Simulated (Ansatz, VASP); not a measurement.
## One calculation of CuF, two programs

```
Cu F
1.0
     2.92068    0.00000    0.00000
    -1.46034    2.52938    0.00000
     0.00000    0.00000    6.94127
Cu F
2 2
Direct
  0.33333 0.66667 0.04608
  0.66667 0.33333 0.54608
  0.33333 0.66667 0.32892
  0.66667 0.33333 0.82892
```

Alike in both runs: task single point; functional PBE; k mesh 9 × 9 × 4; occupations fermi-dirac, width 0.02 eV; no spin polarisation.

|  | VASP | Ansatz |
| --- | --- | --- |
| version | VASP 6.6.1 | Ansatz 0.2.0 |
| potentials or method | VASP PAW PBE potentials, release 64 (Cu_sv_GW, F) | plane waves, PAW |
| plane-wave cutoff (eV) | 820 | 420 |
| valence electrons in the cell | 52 | 52 |

Ansatz gave:

```
pressure (GPa)                                                : -4.5
traceless stress, the component that is largest in VASP (GPa) : -3.32
rms of the force components (eV/Å)                            : 0.039
```

Q: Estimate VASP's values.

A: Pressure (GPa): -5.0; traceless stress, the component that is largest in VASP (GPa): -3.23; rms of the force components (eV/Å): 0.033.

Atom by atom the forces differ by 0.006 eV/Å (rms over components).
